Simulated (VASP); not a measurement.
A run of VASP 6.6.1:

File INCAR:

```
PREC = Accurate ; ENCUT = 520
EDIFF = 1E-6 ; ISMEAR = 0
SIGMA = 0.2 ; LREAL = False
LASPH = True ; NELM = 80
ALGO = Normal ; ISIF = 2
LWAVE = False ; LCHARG = False
GGA = PE ; NBANDS = 49
```

File KPOINTS:

```
regular mesh
0
Gamma
  3 3 3
```

The input POSCAR:

```
Na4AlO
1.0
    6.2139784235      0.0000000000      0.0000000000
    0.0000000000      6.2139784235      0.0000000000
    0.0000000000      0.0000000000      7.5233983888
Na Al O
8 2 2
Direct
    0.5000000000      0.5000000000      0.3021122358
    0.5000000000      0.5000000000      0.6978877642
    0.0000000000      0.0000000000      0.6978877642
    0.0000000000      0.0000000000      0.3021122358
    0.8005328371      0.3005328371      0.0000000000
    0.1994671629      0.6994671629      0.0000000000
    0.3005328371      0.1994671629      0.0000000000
    0.6994671629      0.8005328371      0.0000000000
    0.0000000000      0.5000000000      0.5000000000
    0.5000000000      0.0000000000      0.5000000000
    0.5000000000      0.5000000000      0.0000000000
    0.0000000000      0.0000000000      0.0000000000
```

Potentials or basis: VASP PAW PBE potentials, release 64 (Na_pv, Al, O).

Command:

```console
$ cat potpaw_PBE.64/Na_pv/POTCAR potpaw_PBE.64/Al/POTCAR potpaw_PBE.64/O/POTCAR > POTCAR
$ mpirun -np 1 vasp_std > vasp.out
```

Hardware: 1 thread of Intel(R) Xeon(R) 6975P-C (Granite Rapids) (shared host).

Q: How long does it take, and how much memory?

A: Wall time 49 s on 1 thread of Intel(R) Xeon(R) 6975P-C (Granite Rapids) (shared host), peak memory 0.36 GiB. Counts: scf iterations 15, k points 6.
